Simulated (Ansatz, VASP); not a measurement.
**Ag in VASP and in Ansatz**

```xyz
1
Lattice="-1.6432 1.6557 1.6432 1.6681 -1.6557 1.6681 1.6432 1.6557 -1.6432" Properties=species:S:1:pos:R:3 pbc="T T T"
Ag    0.0000    0.0000    0.0000
```

Change from the starting cell: strain +0.0150 x Voigt [0, 0, 0, 0, 1, 0], atoms carried along.

Alike in both runs: task single point; functional PBEsol; k mesh 20 × 20 × 20; occupations gaussian, width 0.15 eV; no spin polarisation.

```csv
,VASP,Ansatz
version,VASP 6.6.1,Ansatz 0.2.0
potentials or method,"VASP PAW PBE potentials, release 64 (Ag), cutoff 520 eV","scalar-relativistic, plane waves, PAW"
valence electrons in the cell,11,19
```

```tsv
	VASP	Ansatz	Ansatz less VASP
gap on the k mesh at the Fermi level (eV)	none	none	-
pressure (GPa)	-7.2	-7.2	+0.05
traceless stress, the component that is largest in VASP (GPa)	-0.49	-0.49	+0.005
```

VASP's potentials were made for PBE, not for PBEsol. A gap of «none» marks a metal or a gap that the smearing closes. VASP's potentials hold 11 valence electrons a cell and Ansatz's 19, so a difference there can come from the potentials and not from the codes.
